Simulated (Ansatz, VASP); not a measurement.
# V: VASP beside Ansatz

Contents of INCAR:

```
SYSTEM = V
PREC = Accurate ; ENCUT = 520
EDIFF = 1E-8 ; ISMEAR = -1
SIGMA = 0.03 ; LREAL = .FALSE.
LASPH = .TRUE. ; NELM = 150
ALGO = Normal ; ISIF = 2
LWAVE = .FALSE. ; LCHARG = .FALSE.
ISPIN = 2 ; MAGMOM = 1.5
LORBIT = 11 ; LMAXMIX = 4
GGA = PE ; LEFG = .TRUE.
NBANDS = 16
```

Contents of KPOINTS:

```
Automatic mesh
0
G
  15 15 15
  0 0 0
```

Contents of POSCAR:

```
V
1.0
   -1.4925515474      1.4925515474      1.4925515474
    1.4925515474     -1.4925515474      1.4925515474
    1.4925515474      1.4925515474     -1.4925515474
V
1
Direct
    0.0000000000      0.0000000000      0.0000000000
```

Input for Ansatz:

```yaml
crystal:
  lattice:
    - [-1.4925515474, 1.4925515474, 1.4925515474]
    - [1.4925515474, -1.4925515474, 1.4925515474]
    - [1.4925515474, 1.4925515474, -1.4925515474]
  atoms:
    - { symbol: V, position: [0.0, 0.0, 0.0], spin: 1.5 }
magnetization:
  spin_polarized: true
kpoints:
  mp_grid: { grid: [15, 15, 15] }
scf:
  occupations: { method: fermi_dirac, width: 0.03 }
hamiltonian:
  xc: pbe
  pseudopotentials: { kind: paw }
output:
  forces: true
  stress: true
  eigenvalues: true
  efg: { contact_densities: true }
  write_density: true
  write_potential: true
  elf: true
  volumetric_format: npy
```

Change from the starting cell: volume scaled by 0.96, PAW files.

Alike in both runs: task electric field gradients; functional PBE; k mesh 15 × 15 × 15; occupations fermi-dirac, width 0.03 eV; collinear spin.

```csv
,VASP,Ansatz
version,VASP 6.6.1,Ansatz 0.2.0
potentials or method,"VASP PAW PBE potentials, release 64 (V_sv)","PAW with Ansatz's default frozen-core files, scalar-relativistic"
plane-wave cutoff (eV),520,420
valence electrons in the cell,13,13
```

```csv
,VASP,Ansatz,Ansatz less VASP
pressure (GPa),2.2,1.9,-0.25
net moment per atom (μB),0.00,0.00,0.000
```

With one functional, cell and mesh, what is left measures potentials, basis and numerics. Ansatz's warnings: seeded moment not kept.
